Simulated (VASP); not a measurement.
# NaH (P1) in VASP: a series of runs, part 2 of 2

VASP 6.6.1. Earlier steps stand in the parts before.

### Step 3. Single point, PBEsol

This run uses another cell than the first one, of 14.33 Å³/atom.

INCAR reads:

```
PREC     = Accurate       # precision mode
ENCUT    = 520            # plane-wave cutoff, eV
EDIFF    = 1E-6           # SCF threshold, eV
ISMEAR   = -1             # smearing method
SIGMA    = 0.05           # smearing width, eV
LREAL    = False          # projectors in reciprocal space
LASPH    = True           # aspherical terms in the spheres
NELM     = 100            # most SCF steps
ALGO     = Normal         # electronic algorithm
ISIF     = 2              # what is computed and relaxed
LWAVE    = False          # write WAVECAR
LCHARG   = False          # write CHGCAR
GGA      = PS             # functional
NBANDS   = 11             # bands
```

KPOINTS reads:

```
Automatic mesh
0
Gamma
  6 6 6
```

POSCAR reads:

```
NaH
1.0
   -0.0361300000      2.4271500000      2.4048100000
    2.4309700000     -0.0404200000      2.4091000000
    2.4051500000      2.4056100000     -0.0146000000
Na H
1 1
Direct
    0.0310700000      0.9756200000      0.0026800000
    0.4921200000      0.5144100000      0.5259600000
```

Potentials or basis: VASP PAW PBE potentials, release 64 (Na_pv, H).

The run is started by

```console
$ cat potpaw_PBE.64/Na_pv/POTCAR potpaw_PBE.64/H/POTCAR > POTCAR
$ mpirun -np 1 vasp_std > vasp.out
```

OUTCAR:

```text
PREC = Accurate
   ENCUT = 520
   EDIFF = 1E-6
   ISMEAR = -1
   LREAL = False
   LASPH = True
   NELM = 100
   ISIF = 2
   GGA = PS

 ion  position               nearest neighbor table
   1  0.031  0.976  0.003-
   2  0.492  0.514  0.526-

  LATTYP: Found a triclinic cell.
 ALAT       =     5.9241943072
 B/A-ratio  =     0.5801850794
 C/A-ratio  =     1.4025568634
 COS(alpha) =     0.0001188402
 COS(beta)  =     0.4673818941
 COS(gamma) =     0.8677348101

  Lattice vectors:

 A1 = (  -4.8464300000,  -2.3840700000,   2.4340100000)
 A2 = (  -2.4412800000,   0.0215400000,   2.4194100000)
 A3 = (  -4.7999900000,  -4.7923400000,  -4.7993100000)

Analysis of symmetry for initial positions (statically):
=====================================================================
 Subroutine PRICEL returns:
 Original cell was already a primitive cell.

 Routine SETGRP: Setting up the symmetry group for a
[... 164 lines left out ...]
  free energy    TOTEN  =        -5.07129874 eV

  energy without entropy =       -5.07129874  energy(sigma->0) =       -5.07129874

 E-fermi :  -0.1140     XC(G=0):  -7.8326

 val. band max:       -1.1696119613   @ k =   0.5000  -0.3333   0.1667
 cond. band min:       2.3084224470   @ k =  -0.0000   0.5000   0.0000
 fundamental gap:      3.4780344083
 Fermi energy:        -0.1139892199

 k-point     1 :       0.0000    0.0000    0.0000
  band No.  band energies     occupation
      1     -23.1651      2.00000
      2     -23.1623      2.00000
      3     -23.1614      2.00000
      4      -4.8187      2.00000
      5       9.0762      0.00000
      6      13.7823      0.00000
      7      14.0456      0.00000
      8      14.4247      0.00000
      9      14.9372      0.00000
     10      15.0603      0.00000
     11      15.3710      0.00000
[... 309 lines left out ...]
 k-point    24 :       0.5000   -0.0000    0.1667
  band No.  band energies     occupation
      1     -23.2420      2.00000
      2     -23.1889      2.00000
      3     -23.1767      2.00000
      4      -1.9776      2.00000
      5       3.0115      0.00000
      6       7.3874      0.00000
      7      10.9112      0.00000
      8      12.1165      0.00000
      9      15.4981      0.00000
     10      17.1888      0.00000
     11      19.1531      0.00000

 [... further k-points ...]
[... 5 lines left out ...]
  --------------------------------------------------------------------------------------
  -------------------------------------------------------------------------------------
  Total       -0.0658086     -0.1833617     -0.1488606      0.1021879      0.0293754      0.0147018
  in kB       -3.6794008    -10.2518632     -8.3228851      5.7133896      1.6423961      0.8219880
  external PRESSURE =      -7.4180497 kB  Pullay stress =       0.0000000 kB

 VOLUME and BASIS-vectors are now :
 -----------------------------------------------------------------------------
  energy-cutoff  :      520.00
  volume of cell :       28.66
      direct lattice vectors                 reciprocal lattice vectors
    -0.036130000  2.427150000  2.404810000    -0.202217862  0.203438341  0.207466910
     2.430970000 -0.040420000  2.409100000     0.203114931 -0.201821309  0.206747781
     2.405150000  2.405610000 -0.014600000     0.207441351  0.207043957 -0.205850726

 POSITION                                       TOTAL-FORCE (eV/Angst)
 -----------------------------------------------------------------------------------
      2.37703      0.04242      2.42504         0.130571     -0.031033     -0.000626
      2.49775      2.43891      2.41504        -0.130571      0.031033      0.000626
 -----------------------------------------------------------------------------------
    total drift:                                0.000103      0.000119      0.000159

  FREE ENERGIE OF THE ION-ELECTRON SYSTEM (eV)
  ---------------------------------------------------
  free  energy   TOTEN  =        -5.0712987373 eV

  energy  without entropy=       -5.0712987373  energy(sigma->0) =       -5.07129874
```

stdout:

```text
POSCAR found type information on POSCAR NaH
 POSCAR found :  2 types and       2 ions
 scaLAPACK will be used
 -----------------------------------------------------------------------------
|                                                                             |
|                                                                             |
|     You enforced a specific xc type in the INCAR file but a different       |
|     I HOPE YOU KNOW WHAT YOU ARE DOING!                                     |
|                                                                             |
 -----------------------------------------------------------------------------

 LDA part: xc-table for (Slater+PW92), standard interpolation
 POSCAR, INCAR and KPOINTS ok, starting setup
 FFT: planning ... GRIDC
 FFT: planning ... GRID_SOFT
 FFT: planning ... GRID
 WAVECAR not read
 entering main loop
```

Wall time 65 s (1 thread of AMD EPYC 7R13, shared host); peak memory 0.14 GiB.

Results:

- Free energy: -5.0713 eV
- Pressure: -0.7 GPa
- Largest force: 0.134 eV/Å
- Band gap on the k mesh: 3.48 eV (least direct gap 4.40 eV)

Forces in eV/Å, atoms in the order of the input:
```
Na   0.131 -0.031 -0.001
H   -0.131  0.031  0.001
```

Caveat: the PAW data sets were made with another functional, which shifts forces and pressure a little.

### Step 4. Single point, PBEsol

This run uses another cell than the first one, of 14.33 Å³/atom.

INCAR reads:

```
ALGO = Normal
EDIFF = 1E-6
ENCUT = 520
GGA = PS
ISIF = 2
ISMEAR = -1
LASPH = True
LCHARG = False
LREAL = False
LWAVE = False
NBANDS = 11
NELM = 80
PREC = Accurate
SIGMA = 0.05
```

KPOINTS reads:

```
k-points
0
Gamma
  6 6 6
```

POSCAR, as its differences from that of step 3:

```diff
@@ -8,3 +8,3 @@
 Direct
-    0.0310700000      0.9756200000      0.0026800000
+    0.0300589107      0.9766355747      0.0037172068
     0.4921200000      0.5144100000      0.5259600000
```

The run is started by

```console
$ cat potpaw_PBE.64/Na_pv/POTCAR potpaw_PBE.64/H/POTCAR > POTCAR
$ mpirun -np 1 vasp_std > vasp.out
```

Run time: 61 s. Hardware: 1 thread of AMD EPYC 7R13, shared host; peak memory 0.14 GiB.

The run converged. Its results:

| Quantity | Value |
| --- | --- |
| Free energy | -5.0719 eV |
| Pressure | -0.8 GPa |
| Largest force | 0.129 eV/Å |
| Band gap on the k mesh | 3.48 eV (least direct gap 4.40 eV) |

Forces in eV/Å, atoms in the order of the input:
```
Na   0.126 -0.031 -0.001
H   -0.126  0.031  0.001
```

Stress tensor (GPa, compression positive):
```
-0.41  0.57  0.08
 0.57 -1.02  0.16
 0.08  0.16 -0.83
```

Levels at points of the mesh, in eV from the valence-band top:
```
           k point  band 2  band 3  band 4  band 5  band 6  band 7
(0.00, 0.00, 0.00)  -21.99  -21.99   -3.65   10.25   14.95   15.22
(0.50, 0.00, 0.00)  -22.01  -22.00   -0.91    3.50   10.62   13.19
(0.00, 0.50, 0.00)  -22.01  -22.00   -0.92    3.48   10.64   13.27
(0.50, 0.50, 0.00)  -22.03  -22.03   -0.12    4.48    9.61    9.99
(0.00, 0.00, 0.50)  -22.01  -22.00   -0.83    3.61   10.46   12.97
(0.50, 0.00, 0.50)  -22.02  -22.02   -0.16    4.38    9.73   10.32
(0.00, 0.50, 0.50)  -22.02  -22.02   -0.17    4.40    9.77   10.37
(0.50, 0.50, 0.50)  -22.01  -22.00   -0.78    3.68   10.38   12.90
```

Caveat: the PAW data sets were made with another functional, which shifts forces and pressure a little.

### Step 5. Single point, PBEsol

This run uses another cell than the first one, of 14.33 Å³/atom.

INCAR reads:

```
PREC = Accurate
ENCUT = 520
EDIFF = 1E-6
ISMEAR = -1
SIGMA = 0.05
LREAL = F
LASPH = T
NELM = 60
ALGO = Normal
ISIF = 2
LWAVE = F
LCHARG = F
GGA = PS
NBANDS = 11
```

KPOINTS reads:

```
regular mesh
0
Gamma
  6 6 6
```

POSCAR, as its differences from that of step 4:

```diff
@@ -8,3 +8,3 @@
 Direct
-    0.0300589107      0.9766355747      0.0037172068
+    0.0320810893      0.9746044253      0.0016427932
     0.4921200000      0.5144100000      0.5259600000
```

The run is started by

```console
$ cat potpaw_PBE.64/Na_pv/POTCAR potpaw_PBE.64/H/POTCAR > POTCAR
$ mpirun -np 1 vasp_std > vasp.out
```

It took 67 s on 1 thread of AMD EPYC 7R13, shared host; peak memory 0.14 GiB.

Results (log left out):

```
Free energy            : -5.0706 eV
Pressure               : -0.7 GPa
Largest force          : 0.139 eV/Å
Band gap on the k mesh : 3.48 eV (least direct gap 4.40 eV)
```

Forces on the atoms (eV/Å):
```
Na   0.136 -0.031 -0.001
H   -0.136  0.031  0.001
```

Stress tensor (GPa, compression positive):
```
-0.32  0.57  0.08
 0.57 -1.03  0.16
 0.08  0.16 -0.84
```

Levels at points of the mesh, in eV from the valence-band top:
| k point | band 2 | band 3 | band 4 | band 5 | band 6 | band 7 |
| --- | --- | --- | --- | --- | --- | --- |
| (0.00, 0.00, 0.00) | -21.99 | -21.99 | -3.65 | 10.24 | 14.95 | 15.21 |
| (0.50, 0.00, 0.00) | -22.01 | -22.00 | -0.91 | 3.50 | 10.62 | 13.19 |
| (0.00, 0.50, 0.00) | -22.01 | -22.00 | -0.92 | 3.48 | 10.64 | 13.27 |
| (0.50, 0.50, 0.00) | -22.03 | -22.03 | -0.12 | 4.48 | 9.60 | 9.98 |
| (0.00, 0.00, 0.50) | -22.01 | -22.00 | -0.83 | 3.61 | 10.46 | 12.97 |
| (0.50, 0.00, 0.50) | -22.02 | -22.02 | -0.16 | 4.38 | 9.72 | 10.31 |
| (0.00, 0.50, 0.50) | -22.02 | -22.02 | -0.17 | 4.40 | 9.77 | 10.37 |
| (0.50, 0.50, 0.50) | -22.00 | -22.00 | -0.78 | 3.68 | 10.38 | 12.91 |

Caveat: the PAW data sets were made with another functional, which shifts forces and pressure a little. Expect the measured gap to be larger: semilocal functionals such as PBEsol lack the derivative discontinuity.

### Step 6. Overview

| cell | gap on the mesh (eV) | pressure (GPa) | largest force (eV/Å) |
| --- | --- | --- | --- |
| a = 3.411, b = 3.417, c = 3.396 Å, angles 60.6, 60.5, 61.3°, 2 atoms, atomic positions A | 3.49 | -0.6 | 0.14 |
| a = 3.417, b = 3.423, c = 3.402 Å, angles 60.6, 60.5, 61.3°, 2 atoms, atomic positions A | 3.48 | -0.7 | 0.13 |
| a = 3.417, b = 3.423, c = 3.402 Å, angles 60.6, 60.5, 61.3°, 2 atoms, atomic positions B | 3.48 | -0.8 | 0.13 |
| a = 3.417, b = 3.423, c = 3.402 Å, angles 60.6, 60.5, 61.3°, 2 atoms, atomic positions C | 3.48 | -0.7 | 0.14 |

Alike in all rows: task single point; level PBEsol; potentials or basis VASP PAW PBE potentials, release 64 (Na_pv, H); no spin polarisation; k mesh 6 × 6 × 6; cutoff (eV) 520; smearing fermi-dirac 0.05 eV.

Caveats: the PAW data sets were made with another functional, which shifts forces and pressure a little.

Total energies depend on the potentials used, so only differences within one code and one set of settings carry meaning.
